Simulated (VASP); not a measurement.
# B5Pt (P6/mmm) in VASP: further runs

B5Pt is run at these levels: PBE; tasks: single point.

Program: VASP 6.6.1. These are calculated values, not measurements. Logs are shortened: lines on timing, memory, paths and dates and some standing lists are left out, and cuts for length are marked.

### Step 1. The cell of the first run

Symmetry: P6/mmm, No. 191, hexagonal system. Conventional cell: a = 5.779 Å, b = 5.779 Å, c = 2.252 Å, α = 90.00°, β = 90.00°, γ = 120.00°. B (site symmetry -6m2) has 5 B at 1.67 to 2.25 Å within 2.3 Å. B (site symmetry mmm) has 4 B at 1.67 to 2.25 Å within 2.3 Å. Within 3.2 Å of Pt (site symmetry 6/mmm) lie 2 Pt at 2.25 Å and 12 B at 3.10 Å.

The cell was generated, and may not be a known phase.

### Step 2. Single point, PBE

Input file INCAR:

```
SYSTEM = B5Pt
ALGO = Normal
EDIFF = 1E-6
ENCUT = 570
GGA = PE
GGA_COMPAT = .False.
ISIF = 2
ISMEAR = 0
LASPH = .True.
LCHARG = .False.
LREAL = .False.
LWAVE = .False.
NBANDS = 26
NELM = 120
PREC = Accurate
SIGMA = 0.1
```

Input file KPOINTS:

```
k-points
0
Gamma
  6 6 4
  0 0 0
```

Input file POSCAR:

```
B5Pt
1.0
    5.7794762523      0.0000000000      0.0000000000
   -2.8897381262      5.0051732551      0.0000000000
    0.0000000000      0.0000000000      2.2523117543
B Pt
5 1
Direct
    0.3333333333      0.6666666667      0.5000000000
    0.6666666667      0.3333333333      0.5000000000
    0.5000000000      0.0000000000      0.5000000000
    0.0000000000      0.5000000000      0.5000000000
    0.5000000000      0.5000000000      0.5000000000
    0.0000000000      0.0000000000      0.0000000000
```

Potentials or basis: VASP PAW PBE potentials, release 64 (B, Pt_sv_GW).

Started as:

```console
cat potpaw_PBE.64/B/POTCAR potpaw_PBE.64/Pt_sv_GW/POTCAR > POTCAR
mpirun -np 1 vasp_std > vasp.out
```

OUTCAR:

```text
SYSTEM = B5Pt
   EDIFF = 1E-6
   ENCUT = 570
   GGA = PE
   ISIF = 2
   ISMEAR = 0
   LASPH = .True.
   LREAL = .False.
   NELM = 120
   PREC = Accurate

 ion  position               nearest neighbor table
   1  0.333  0.667  0.500-   4 1.67   3 1.67   5 1.67
   2  0.667  0.333  0.500-   4 1.67   3 1.67   5 1.67
   3  0.500  0.000  0.500-   1 1.67   2 1.67
   4  0.000  0.500  0.500-   1 1.67   2 1.67
   5  0.500  0.500  0.500-   1 1.67   2 1.67
   6  0.000  0.000  0.000-

  LATTYP: Found a hexagonal cell.
 ALAT       =     5.7794762523
 C/A-ratio  =     0.3897086269

  Lattice vectors:

 A1 = (   5.7794762523,   0.0000000000,   0.0000000000)
 A2 = (  -2.8897381262,   5.0051732551,   0.0000000000)
 A3 = (   0.0000000000,   0.0000000000,   2.2523117543)

Analysis of symmetry for initial positions (statically):
=====================================================================
 Subroutine PRICEL returns:
 Original cell was already a primitive cell.

 Routine SETGRP: Setting up the symmetry group for a
 hexagonal supercell.

 Subroutine GETGRP returns: Found 24 space group operations
 (whereof 24 operations were pure point group operations)
 out of a pool of 24 trial point group operations.

The static configuration has the point symmetry D_6h.

Analysis of symmetry for dynamics (positions and initial velocities):
=====================================================================
 Subroutine PRICEL returns:
 Original cell was already a primitive cell.

 Routine SETGRP: Setting up the symmetry group for a
 hexagonal supercell.

 Subroutine GETGRP returns: Found 24 space group operations
 (whereof 24 operations were pure point group operations)
 out of a pool of 24 trial point group operations.

The dynamic configuration has the point symmetry D_6h.

 Subroutine INISYM returns: Found 24 space group operations
 (whereof 24 operations are pure point group operations),
 and found     1 'primitive' translations

----------------------------------------------------------------------------------------

                                     Primitive cell

  volume of cell :      65.1533

  direct lattice vectors                    reciprocal lattice vectors
     5.779476252  0.000000000  0.000000000     0.173026059  0.099896642  0.000000000
    -2.889738126  5.005173255  0.000000000     0.000000000  0.199793284  0.000000000
     0.000000000  0.000000000  2.252311754     0.000000000  0.000000000  0.443988270

  length of vectors
     5.779476252  5.779476252  2.252311754     0.199793284  0.199793284  0.443988270

  position of ions in fractional coordinates (direct lattice)
     0.333333333  0.666666667  0.500000000
     0.666666667  0.333333333  0.500000000
     0.500000000  0.000000000  0.500000000
     0.000000000  0.500000000  0.500000000
     0.500000000  0.500000000  0.500000000
     0.000000000  0.000000000  0.000000000

  ion indices of the primitive-cell ions
   primitive index   ion index
                 1           1
                 2           2
                 3           3
                 4           4
                 5           5
                 6           6

----------------------------------------------------------------------------------------

 KPOINTS: k-points

Automatic generation of k-mesh.
 Grid dimensions read from file:
 generate k-points for:    6    6    4

 Generating k-lattice:

  Cartesian coordinates                     Fractional coordinates (reciprocal lattice)
     0.028837677  0.016649440  0.000000000     0.166666667  0.000000000  0.000000000
     0.000000000  0.033298881  0.000000000     0.000000000  0.166666667  0.000000000
     0.000000000  0.000000000  0.110997068     0.000000000  0.000000000  0.250000000

  Length of vectors
     0.033298881  0.033298881  0.110997068

  Shift w.r.t. Gamma in fractional coordinates (k-lattice)
     0.000000000  0.000000000  0.000000000

 Subroutine IBZKPT returns following result:
 ===========================================

 Found     21 irreducible k-points:

 Following reciprocal coordinates:
            Coordinates               Weight
  0.000000  0.000000  0.000000      1.000000
  0.166667  0.000000  0.000000      6.000000
  0.333333  0.000000  0.000000      6.000000
  0.500000  0.000000  0.000000      3.000000
  0.166667  0.166667  0.000000      6.000000
  0.333333  0.166667  0.000000     12.000000
[... 13 lines left out ...]
  0.333333  0.166667  0.500000     12.000000
  0.333333  0.333333  0.500000      2.000000
   k-points           NKPTS =     21   k-points in BZ     NKDIM =     21   number of bands    NBANDS=     26
   number of dos      NEDOS =    301   number of ions     NIONS =      6
   total plane-waves  NPLWV =  41472
   dimension x,y,z NGX =    48 NGY =   48 NGZ =   18
   dimension x,y,z NGXF=    96 NGYF=   96 NGZF=   36
   ions per type =               5   1
   NGX,Y,Z   is equivalent  to a cutoff of  13.81, 13.81, 13.29 a.u.
   NGXF,Y,Z  is equivalent  to a cutoff of  27.61, 27.61, 26.57 a.u.
 SYSTEM =  B5Pt
   PREC   = accura    normal or accurate (medium, high low for compatibility)
   ISTART =      0    job   : 0-new  1-cont  2-samecut
   ICHARG =      2    charge: 1-file 2-atom 10-const
   ISPIN  =      1    spin polarized calculation?
   LNONCOLLINEAR =      F non collinear calculations
   LSORBIT =      F    spin-orbit coupling
   LASPH  =      T    aspherical Exc in radial PAW
   ENCUT  =  570.0 eV  41.89 Ry    6.47 a.u.  11.25 11.25  4.38*2*pi/ulx,y,z
   NELM   =    120;   NELMIN=  2; NELMDL= -5     # of ELM steps
   EDIFF  = 0.1E-05   stopping-criterion for ELM
   LREAL  =      F    real-space projection
   EDIFFG = 0.1E-04   stopping-criterion for IOM
   NSW    =      0    number of steps for IOM
   IBRION =     -1    ionic relax: 0-MD 1-quasi-New 2-CG
   NFREE  =      0    steps in history (QN), initial steepest desc. (CG)
   ISIF   =      2    stress and relaxation
   ISYM   =      2    0-nonsym 1-usesym 2-fastsym
   POTIM  = 0.5000    time-step for ionic-motion
   TEBEG  =    0.0;   TEEND  =   0.0 temperature during run
   PSTRESS=    0.0 pullay stress
   NELECT =      33.0000    total number of electrons
   NUPDOWN=      -1.0000    fix difference up-down
   EMIN   =  10.00;   EMAX   =-10.00  energy-range for DOS
   EFERMI =   0.00;   METHOD = LEGACY
   ISMEAR =     0;   SIGMA  =   0.10  broadening in eV -4-tet -1-fermi 0-gaus
   EFERMI_NEDOS =   21; number of points for ismear=-14 and -15
   IALGO  =     38    algorithm
   IMIX   =      4    mixing-type and parameters
     AMIX     =   0.40;   BMIX     =  1.00
     AMIX_MAG =   1.60;   BMIX_MAG =  1.00
  volume/ion in A,a.u.               =      10.86        73.28
  Fermi-wavevector in a.u.,A,eV,Ry     =   1.304971  2.466037 23.170023  1.702949
  Thomas-Fermi vector in A             =   2.435871
   LORBIT       =      0    0 simple, 1 ext, 2 COOP (PROOUT), +10 PAW based schemes
   GGA     = PE    functional components
   LHFCALC =     F    Hartree Fock is set to
   AEXX    =    0.0000 exact exchange contribution
   IVDW    =     0    specifies the selected vdW correction
   LEPSILON=     F    determine dielectric tensor
   LRPA    =     F    only Hartree local field effects (RPA)
 non-spin polarized calculation
 Gauss-broadening in eV      SIGMA  =   0.10
  energy-cutoff  :      570.00
  volume of cell :       65.15
 maximum number of plane-waves:      2031
 NGX is ok and might be reduce to    48
   NGX = 23   NGY = 23   NGZ =  9

 number of electron      32.9999999 magnetization

 Free energy of the ion-electron system (eV)
  ---------------------------------------------------
  ext. energy  EPLUGINS =         0.00000000
  ---------------------------------------------------
  free energy    TOTEN  =       -33.27159725 eV

  energy without entropy =      -33.25306583  energy(sigma->0) =      -33.26233154

 E-fermi :   5.5386     XC(G=0): -11.2506

 val. band max:        5.1881273835   @ k =   0.1667   0.1667   0.5000
 cond. band min:       5.5605843677   @ k =   0.0000   0.0000   0.2500
 fundamental gap:      0.3724569842
 Fermi energy:         5.5385818415

 k-point     1 :       0.0000    0.0000    0.0000
  band No.  band energies     occupation
      1     -93.6144      2.00000
      2     -47.4942      2.00000
      3     -47.4942      2.00000
      4     -47.3082      2.00000
      5      -7.6738      2.00000
      6      -4.7412      2.00000
[... 18 lines left out ...]
     25      14.4933      0.00000
     26      15.2976      0.00000

 k-point     2 :       0.1667    0.0000    0.0000
  band No.  band energies     occupation
      1     -93.6148      2.00000
      2     -47.4945      2.00000
      3     -47.4945      2.00000
      4     -47.3084      2.00000
      5      -7.5641      2.00000
      6      -5.2114      2.00000
[... 18 lines left out ...]
     25      14.2178      0.00000
     26      14.3200      0.00000

 k-point     3 :       0.3333    0.0000    0.0000
  band No.  band energies     occupation
      1     -93.6147      2.00000
      2     -47.4946      2.00000
      3     -47.4944      2.00000
      4     -47.3083      2.00000
      5      -7.2592      2.00000
      6      -5.9092      2.00000
[... 18 lines left out ...]
     25      13.5523      0.00000
     26      15.3027      0.00000

 k-point     4 :       0.5000    0.0000    0.0000
  band No.  band energies     occupation
      1     -93.6148      2.00000
      2     -47.4946      2.00000
      3     -47.4943      2.00000
      4     -47.3084      2.00000
      5      -6.9688      2.00000
      6      -6.3379      2.00000
[... 18 lines left out ...]
     25      14.2708      0.00000
     26      15.3045      0.00000
[... 409 lines left out ...]
      1     -93.4372      2.00000
      2     -49.2173      2.00000
      3     -47.2758      2.00000
      4     -47.2757      2.00000
      5      -1.9471      2.00000
      6      -1.0865      2.00000
[... 18 lines left out ...]
     25      12.7223      0.00000
     26      13.1370      0.00000

 k-point    20 :       0.3333    0.1667    0.5000
  band No.  band energies     occupation
      1     -93.4373      2.00000
      2     -49.2173      2.00000
      3     -47.2759      2.00000
      4     -47.2758      2.00000
      5      -1.8979      2.00000
      6      -1.3398      2.00000
[... 18 lines left out ...]
     25      13.6935      0.00000
     26      14.0043      0.00000

 k-point    21 :       0.3333    0.3333    0.5000
  band No.  band energies     occupation
      1     -93.4372      2.00000
      2     -49.2173      2.00000
      3     -47.2757      2.00000
      4     -47.2757      2.00000
      5      -1.6942      2.00000
      6      -1.6942      2.00000
[... 18 lines left out ...]
     25      14.0038      0.00000
     26      15.1246      0.00000

------------------------ aborting loop because EDIFF is reached ----------------------------------------

  FORCE on cell =-STRESS in cart. coord.  units (eV):
  Direction    XX          YY          ZZ          XY          YZ          ZX
  --------------------------------------------------------------------------------------
  -------------------------------------------------------------------------------------
  Total       -0.0262187     -0.0262187     -0.0936145      0.0000000     -0.0000000      0.0000000
  in kB       -0.6447411     -0.6447411     -2.3020648      0.0000000     -0.0000000      0.0000000
  external PRESSURE =      -1.1971823 kB  Pullay stress =       0.0000000 kB

 VOLUME and BASIS-vectors are now :
 -----------------------------------------------------------------------------
  energy-cutoff  :      570.00
  volume of cell :       65.15
      direct lattice vectors                 reciprocal lattice vectors
     5.779476252  0.000000000  0.000000000     0.173026059  0.099896642  0.000000000
    -2.889738126  5.005173255  0.000000000     0.000000000  0.199793284  0.000000000
     0.000000000  0.000000000  2.252311754     0.000000000  0.000000000  0.443988270

 POSITION                                       TOTAL-FORCE (eV/Angst)
 -----------------------------------------------------------------------------------
     -0.00000      3.33678      1.12616         0.000000      0.000000      0.000000
      2.88974      1.66839      1.12616        -0.000000      0.000000     -0.000000
      2.88974      0.00000      1.12616        -0.000000      0.000000     -0.000000
     -1.44487      2.50259      1.12616        -0.000000      0.000000     -0.000000
      1.44487      2.50259      1.12616        -0.000000      0.000000     -0.000000
      0.00000      0.00000      0.00000        -0.000000      0.000000     -0.000000
 -----------------------------------------------------------------------------------
    total drift:                                0.000000     -0.000000     -0.000000

  FREE ENERGIE OF THE ION-ELECTRON SYSTEM (eV)
  ---------------------------------------------------
  free  energy   TOTEN  =       -33.2715972502 eV

  energy  without entropy=      -33.2530658336  energy(sigma->0) =      -33.26233154
```

It took 47 s on 1 thread of AMD EPYC 7R43 (Zen 3), shared host; peak memory 0.18 GiB.

What came out:

- Free energy: -33.2716 eV
- Pressure: -0.1 GPa
- Band gap on the k mesh: zero (an odd number of electrons rules out a gap without spin polarisation)

Levels at points of the mesh, in eV from the Fermi level:
| k point | band 12 | band 13 | band 14 | band 15 | band 16 | band 17 | band 18 | band 19 | band 20 | band 21 |
| --- | --- | --- | --- | --- | --- | --- | --- | --- | --- | --- |
| (0.00, 0.00, 0.00) | -3.04 | -2.95 | -2.95 | -0.77 | -0.77 | 0.08 | 0.08 | 2.24 | 5.46 | 6.29 |
| (0.50, 0.00, 0.00) | -4.17 | -3.07 | -2.86 | -1.54 | 0.07 | 0.08 | 2.03 | 2.30 | 2.69 | 6.40 |
| (0.00, 0.00, 0.50) | -3.11 | -3.11 | -2.90 | -2.20 | -2.20 | -1.15 | -1.15 | -0.50 | 3.71 | 3.71 |
| (0.50, 0.00, 0.50) | -3.57 | -2.54 | -2.25 | -2.02 | -1.95 | -1.87 | -1.14 | 1.14 | 1.90 | 2.72 |

Caveat: the k points lie up to 0.70 Å⁻¹ apart, too coarse for converged energies and pressures of a metal; spin-orbit coupling is left out, which moves the levels of the heavy elements; an odd number of electrons without spin polarisation forces a metal; a magnetic or distorted state may lie lower.

(Part 1 of 2 ends here.)

The gap in the log of VASP goes by the Fermi energy; the results here count the filled bands.